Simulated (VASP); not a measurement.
# BP (F-43m) in VASP: notebook

BP is run at these levels: PBEsol; tasks: elastic constants, vibrations by perturbation theory.

Program: VASP 6.6.1. These are calculated values, not measurements. Logs are shortened: lines on timing, memory, paths and dates and some standing lists are left out, and cuts for length are marked.

## Step 1: The cell of the first run

Symmetry: F-43m, No. 216, cubic system. The conventional cell has a = 4.455 Å, b = 4.455 Å, c = 4.455 Å, α = 90.00°, β = 90.00°, γ = 90.00°. Within 2.6 Å of B (site symmetry -43m) lie 4 P at 1.93 Å. P (site symmetry -43m) has 4 B at 1.93 Å within 2.6 Å.

## Step 2: Elastic constants, PBEsol

File INCAR:

```
ALGO = Normal
EDIFF = 1E-8
ENCUT = 600
GGA = PS
IBRION = 6
ISIF = 3
ISMEAR = 0
LASPH = T
LCHARG = F
LREAL = F
LWAVE = F
NELM = 60
NFREE = 2
NSW = 1
POTIM = 0.015
PREC = Accurate
SIGMA = 0.01
```

File KPOINTS:

```
k-points
0
Gamma
  10 10 10
```

File POSCAR:

```
BP
1.0
    0.0000000000      2.2275585372      2.2275585372
    2.2275585372      0.0000000000      2.2275585372
    2.2275585372      2.2275585372      0.0000000000
B P
1 1
Direct
    0.0000000000      0.0000000000      0.0000000000
    0.7500000000      0.7500000000      0.7500000000
```

Potentials or basis: VASP PAW PBE potentials, release 64 (B, P).

Started as:

```bash
$ cat potpaw_PBE.64/B/POTCAR potpaw_PBE.64/P/POTCAR > POTCAR
$ mpirun -np 1 vasp_std > vasp.out
```

OUTCAR:

```text
EDIFF = 1E-8
   ENCUT = 600
   GGA = PS
   IBRION = 6
   ISIF = 3
   ISMEAR = 0
   LASPH = T
   LREAL = F
   NELM = 60
   NFREE = 2
   NSW = 1
   POTIM = 0.015
   PREC = Accurate

 ion  position               nearest neighbor table
   1  0.000  0.000  0.000-   2 1.93   2 1.93   2 1.93   2 1.93
   2  0.750  0.750  0.750-   1 1.93   1 1.93   1 1.93   1 1.93

  LATTYP: Found a face centered cubic cell.
 ALAT       =     4.4551170744

  Lattice vectors:

 A1 = (   0.0000000000,   2.2275585372,   2.2275585372)
 A2 = (   2.2275585372,   0.0000000000,   2.2275585372)
 A3 = (   2.2275585372,   2.2275585372,   0.0000000000)

Analysis of symmetry for initial positions (statically):
=====================================================================
 Subroutine PRICEL returns:
 Original cell was already a primitive cell.

 Routine SETGRP: Setting up the symmetry group for a
 face centered cubic supercell.

 Subroutine GETGRP returns: Found 24 space group operations
 (whereof 24 operations were pure point group operations)
 out of a pool of 48 trial point group operations.

The static configuration has the point symmetry T_d .

Analysis of symmetry for dynamics (positions and initial velocities):
=====================================================================
 Subroutine PRICEL returns:
 Original cell was already a primitive cell.

 Routine SETGRP: Setting up the symmetry group for a
 face centered cubic supercell.

 Subroutine GETGRP returns: Found 24 space group operations
 (whereof 24 operations were pure point group operations)
 out of a pool of 48 trial point group operations.

The dynamic configuration has the point symmetry T_d .

 Subroutine INISYM returns: Found 24 space group operations
 (whereof 24 operations are pure point group operations),
 and found     1 'primitive' translations

----------------------------------------------------------------------------------------

                                     Primitive cell

  volume of cell :      22.1064

  direct lattice vectors                    reciprocal lattice vectors
     0.000000000  2.227558537  2.227558537    -0.224460992  0.224460992  0.224460992
     2.227558537  0.000000000  2.227558537     0.224460992 -0.224460992  0.224460992
     2.227558537  2.227558537  0.000000000     0.224460992  0.224460992 -0.224460992

  length of vectors
     3.150243494  3.150243494  3.150243494     0.388777843  0.388777843  0.388777843

  position of ions in fractional coordinates (direct lattice)
     0.000000000  0.000000000  0.000000000
     0.750000000  0.750000000  0.750000000

  ion indices of the primitive-cell ions
   primitive index   ion index
                 1           1
                 2           2

----------------------------------------------------------------------------------------

 KPOINTS: k-points

Automatic generation of k-mesh.
 Grid dimensions read from file:
 generate k-points for:   10   10   10

 Generating k-lattice:

  Cartesian coordinates                     Fractional coordinates (reciprocal lattice)
    -0.022446099  0.022446099  0.022446099     0.100000000  0.000000000  0.000000000
     0.022446099 -0.022446099  0.022446099     0.000000000  0.100000000  0.000000000
     0.022446099  0.022446099 -0.022446099     0.000000000  0.000000000  0.100000000

  Length of vectors
     0.038877784  0.038877784  0.038877784

  Shift w.r.t. Gamma in fractional coordinates (k-lattice)
     0.000000000  0.000000000  0.000000000

 Subroutine IBZKPT returns following result:
 ===========================================

 Found     47 irreducible k-points:

 Following reciprocal coordinates:
            Coordinates               Weight
  0.000000  0.000000  0.000000      1.000000
  0.100000  0.000000  0.000000      8.000000
  0.200000  0.000000  0.000000      8.000000
  0.300000  0.000000  0.000000      8.000000
  0.400000  0.000000  0.000000      8.000000
  0.500000  0.000000  0.000000      4.000000
[... 16 lines left out ...]
  0.300000  0.300000  0.000000      6.000000
  0.400000  0.300000  0.000000     24.000000
 [... further k-points ...]
[... 29 lines left out ...]
   NELECT =       8.0000    total number of electrons
   NUPDOWN=      -1.0000    fix difference up-down
   EMIN   =  10.00;   EMAX   =-10.00  energy-range for DOS
   EFERMI =   0.00;   METHOD = LEGACY
   ISMEAR =     0;   SIGMA  =   0.01  broadening in eV -4-tet -1-fermi 0-gaus
   EFERMI_NEDOS =   21; number of points for ismear=-14 and -15
   IALGO  =     38    algorithm
   IMIX   =      4    mixing-type and parameters
     AMIX     =   0.40;   BMIX     =  1.00
     AMIX_MAG =   1.60;   BMIX_MAG =  1.00
  volume/ion in A,a.u.               =      11.05        74.59
  Fermi-wavevector in a.u.,A,eV,Ry     =   1.166628  2.204607 18.517811  1.361021
  Thomas-Fermi vector in A             =   2.303139
   LORBIT       =      0    0 simple, 1 ext, 2 COOP (PROOUT), +10 PAW based schemes
   GGA     = PS    functional components
   LHFCALC =     F    Hartree Fock is set to
   AEXX    =    0.0000 exact exchange contribution
   IVDW    =     0    specifies the selected vdW correction
   LEPSILON=     F    determine dielectric tensor
   LRPA    =     F    only Hartree local field effects (RPA)
 finite differences with symmetry
 non-spin polarized calculation
 Gauss-broadening in eV      SIGMA  =   0.01
  energy-cutoff  :      600.00
  volume of cell :       22.11
 maximum number of plane-waves:       754
 NGX is ok and might be reduce to    28
   NGX = 13   NGY = 13   NGZ = 13

--------------------------------------- Ionic step        1  -------------------------------------------

 number of electron       8.0000000 magnetization

 Free energy of the ion-electron system (eV)
  ---------------------------------------------------
  ext. energy  EPLUGINS =         0.00000000
  ---------------------------------------------------
  free energy    TOTEN  =       -13.65052823 eV

  energy without entropy =      -13.65052823  energy(sigma->0) =      -13.65052823

------------------------ aborting loop because EDIFF is reached ----------------------------------------

  FORCE on cell =-STRESS in cart. coord.  units (eV):
  Direction    XX          YY          ZZ          XY          YZ          ZX
  --------------------------------------------------------------------------------------
  -------------------------------------------------------------------------------------
  Total        1.1188395      1.1188395      1.1188395      0.0000000      0.0000000     -0.0000000
  in kB       81.0888261     81.0888261     81.0888261      0.0000000      0.0000000     -0.0000000
  external PRESSURE =      81.0888261 kB  Pullay stress =       0.0000000 kB
[... 89 lines left out ...]
  FREE ENERGIE OF THE ION-ELECTRON SYSTEM (eV)
  ---------------------------------------------------
  free  energy   TOTEN  =       -13.6277613434 eV

  energy  without entropy=      -13.6277613434  energy(sigma->0) =      -13.62776134

[... ionic steps 4 to 14 ...]

--------------------------------------- Ionic step       15  -------------------------------------------

 number of electron       8.0000000 magnetization

------------------------ aborting loop because EDIFF is reached ----------------------------------------
[... 67 lines left out ...]
--------------------------------------- Ionic step       17  -------------------------------------------

 number of electron       8.0000000 magnetization

 Free energy of the ion-electron system (eV)
  ---------------------------------------------------
  ext. energy  EPLUGINS =         0.00000000
  ---------------------------------------------------
  free energy    TOTEN  =       -13.64815156 eV

  energy without entropy =      -13.64815156  energy(sigma->0) =      -13.64815156

 E-fermi :   8.2763     XC(G=0): -11.2801

 val. band max:        8.1901134550   @ k =   0.0000   0.0000   0.0000
 cond. band min:       9.1276622255   @ k =   0.0000   0.4000   0.4000
 fundamental gap:      0.9375487705
 Fermi energy:         8.2763176866

 k-point     1 :       0.0000    0.0000    0.0000
  band No.  band energies     occupation
      1      -7.9288      2.00000
      2       7.9517      2.00000
      3       8.0721      2.00000
      4       8.1901      2.00000
      5      11.4381      0.00000
      6      11.5144      0.00000
      7      11.5937      0.00000
      8      16.2636      0.00000
[... 243 lines left out ...]
 k-point    24 :       0.4000    0.3000    0.0000
  band No.  band energies     occupation
      1      -4.8330      2.00000
      2       1.8124      2.00000
      3       3.7413      2.00000
      4       4.3566      2.00000
      5       9.7461      0.00000
      6      11.5466      0.00000
      7      17.8502      0.00000
      8      17.9394      0.00000

 [... further k-points ...]
[... 5 lines left out ...]
  --------------------------------------------------------------------------------------
  -------------------------------------------------------------------------------------
  Total        1.1188881      1.1237843      1.1237843      0.0000000     -0.1506744      0.0000000
  in kB       81.0923468     81.4472051     81.4472051      0.0000000    -10.9202496      0.0000000
  external PRESSURE =      81.3289190 kB  Pullay stress =       0.0000000 kB
[... 17 lines left out ...]
  FREE ENERGIE OF THE ION-ELECTRON SYSTEM (eV)
  ---------------------------------------------------
  free  energy   TOTEN  =       -13.6481515614 eV

  energy  without entropy=      -13.6481515614  energy(sigma->0) =      -13.64815156

 INTERNAL STRAIN TENSORS FROM STRAINED CELLS
 ============================================

 INTERNAL STRAIN TENSOR FOR ION    1 for displacements in x,y,z  (eV/Angst):
          X           Y           Z          XY          YZ          ZX
  --------------------------------------------------------------------------------
  x    -0.00000     0.00000    -0.00000    -0.00000   -10.05738     0.00000
  y    -0.00000     0.00000    -0.00000     0.00000     0.00000   -10.05727
  z    -0.00000     0.00000    -0.00000   -10.05687    -0.00000    -0.00000

 INTERNAL STRAIN TENSORS FROM DISPLACED ATOMS
 ============================================

 INTERNAL STRAIN TENSOR FOR ION    1 for displacements in x,y,z  (eV/Angst):
          X           Y           Z          XY          YZ          ZX
  --------------------------------------------------------------------------------
  x    -0.00000     0.00000     0.00000     0.00000   -10.05449     0.00000
  y     0.00000    -0.00000     0.00000     0.00000     0.00000   -10.05449
  z     0.00000     0.00000    -0.00000   -10.05449     0.00000     0.00000

 INTERNAL STRAIN TENSOR FOR ION    2 for displacements in x,y,z  (eV/Angst):
          X           Y           Z          XY          YZ          ZX
  --------------------------------------------------------------------------------
  x    -0.00000    -0.00000    -0.00000     0.00000    10.04750     0.00000
  y    -0.00000     0.00000    -0.00000     0.00000     0.00000    10.04750
  z    -0.00000    -0.00000    -0.00000    10.04750     0.00000     0.00000

 Eigenvectors and eigenvalues of the dynamical matrix
 ----------------------------------------------------

   1 f  =   25.380261 THz   159.468884 2PiTHz  846.594387 cm-1   104.964279 meV
             X         Y         Z           dx          dy          dz
      0.000000  0.000000  0.000000     0.000000    0.860972    0.000000
      3.341338  3.341338  3.341338     0.000000   -0.508652    0.000000
[... 21 lines left out ...]
   6 f/i=    0.000056 THz     0.000351 2PiTHz    0.001866 cm-1     0.000231 meV
             X         Y         Z           dx          dy          dz
      0.000000  0.000000  0.000000     0.000000    0.000000   -0.508652
      3.341338  3.341338  3.341338     0.000000    0.000000   -0.860972

--------------------------------------------------------------------------------------------------------

 ELASTIC MODULI CONTR FROM IONIC RELAXATION (kBar)
 Direction    XX          YY          ZZ          XY          YZ          ZX
 --------------------------------------------------------------------------------
 XX          -0.0000     -0.0000     -0.0000      0.0000      0.0000      0.0000
 YY          -0.0000     -0.0000     -0.0000      0.0000      0.0000     -0.0000
 ZZ          -0.0000     -0.0000     -0.0000      0.0000      0.0000      0.0000
 XY           0.0000      0.0000      0.0000   -346.6400     -0.0000     -0.0000
 YZ           0.0000      0.0000      0.0000     -0.0000   -346.6400      0.0000
 ZX           0.0000     -0.0000      0.0000     -0.0000      0.0000   -346.6400
 --------------------------------------------------------------------------------

 TOTAL ELASTIC MODULI (kBar)
 Direction    XX          YY          ZZ          XY          YZ          ZX
 --------------------------------------------------------------------------------
 XX        3738.8200    995.8228    995.8228      0.0000     -0.0000      0.0000
 YY         995.8228   3738.8200    995.8228      0.0000     -0.0000     -0.0000
 ZZ         995.8228    995.8228   3738.8200      0.0000     -0.0000      0.0000
 XY           0.0000      0.0000      0.0000   2029.1742     -0.0000     -0.0000
 YZ          -0.0000     -0.0000     -0.0000     -0.0000   2029.1742      0.0000
 ZX           0.0000     -0.0000      0.0000     -0.0000      0.0000   2029.1742
 --------------------------------------------------------------------------------
```

Run time: 7.6 min. Hardware: 1 thread of Intel Xeon Platinum 8488C (Sapphire Rapids), shared host; peak memory 0.26 GiB.

What came out:

```
Elastic constants C11, C12, C44                         : 374, 100, 203 GPa
Voigt bulk modulus                                      : 191 GPa
Highest phonon frequency at Γ, LO-TO splitting left out : 847 cm⁻¹
```

Phonon frequencies in cm⁻¹ (negative: imaginary):
```tsv
q point	frequencies
(0.000, 0.000, 0.000)	0 0 0 847 847 847
```

Elastic tensor in Voigt notation (GPa, in the Cartesian axes of the cell as first typed):
```
374 100 100   0   0   0
100 374 100   0   0   0
100 100 374   0   0   0
  0   0   0 203   0   0
  0   0   0   0 203   0
  0   0   0   0   0 203
```

Clamped-ion elastic tensor (GPa):
```
374 100 100   0   0   0
100 374 100   0   0   0
100 100 374   0   0   0
  0   0   0 238   0   0
  0   0   0   0 238   0
  0   0   0   0   0 238
```

Caveat: the cell is under stress, which shifts elastic constants; the PAW data sets were made with another functional, which shifts forces and pressure a little.

## Step 3: Elastic constants, PBEsol

This run uses another cell than the first one, of 11.35 Å³/atom, 1.027 times its volume.

File INCAR:

```
ALGO = Normal ; EDIFF = 1E-8
ENCUT = 600 ; GGA = PS
IBRION = 6 ; ISIF = 3
ISMEAR = 0 ; LASPH = T
LCHARG = F ; LREAL = F
LWAVE = F ; NBANDS = 11
NELM = 60 ; NFREE = 2
NSW = 1 ; POTIM = 0.015
PREC = Accurate ; SIGMA = 0.01
```

KPOINTS is that of step 2.

File POSCAR:

```
BP
1.0
    0.0000000000      2.2472913717      2.2472913717
    2.2472913717      0.0000000000      2.2472913717
    2.2472913717      2.2472913717      0.0000000000
B P
1 1
Direct
    0.0000000000      0.0000000000      0.0000000000
    0.7500000000      0.7500000000      0.7500000000
```

Potentials or basis: VASP PAW PBE potentials, release 64 (B, P).

Started as:

```bash
$ cat potpaw_PBE.64/B/POTCAR potpaw_PBE.64/P/POTCAR > POTCAR
$ mpirun -np 1 vasp_std > vasp.out
```

Run time: 8.1 min. Hardware: 1 thread of Intel Xeon Platinum 8488C (Sapphire Rapids), shared host; peak memory 0.27 GiB.

Results (log left out):

```
Elastic constants C11, C12, C44                         : 357, 88, 194 GPa
Voigt bulk modulus                                      : 178 GPa
Highest phonon frequency at Γ, LO-TO splitting left out : 825 cm⁻¹
```

Phonon frequencies in cm⁻¹ (negative: imaginary):
```csv
q point,frequencies
"(0.000, 0.000, 0.000)",0 0 0 825 825 825
```

Elastic tensor in Voigt notation (GPa, in the Cartesian axes of the cell as first typed):
```
357  88  88   0   0   0
 88 357  88   0   0   0
 88  88 357   0   0   0
  0   0   0 194   0   0
  0   0   0   0 194   0
  0   0   0   0   0 194
```

Clamped-ion elastic tensor (GPa):
```
357  88  88   0   0   0
 88 357  88   0   0   0
 88  88 357   0   0   0
  0   0   0 221   0   0
  0   0   0   0 221   0
  0   0   0   0   0 221
```

Caveat: the cell is under stress, which shifts elastic constants; the PAW data sets were made with another functional, which shifts forces and pressure a little.

[end of part 1 of 2]
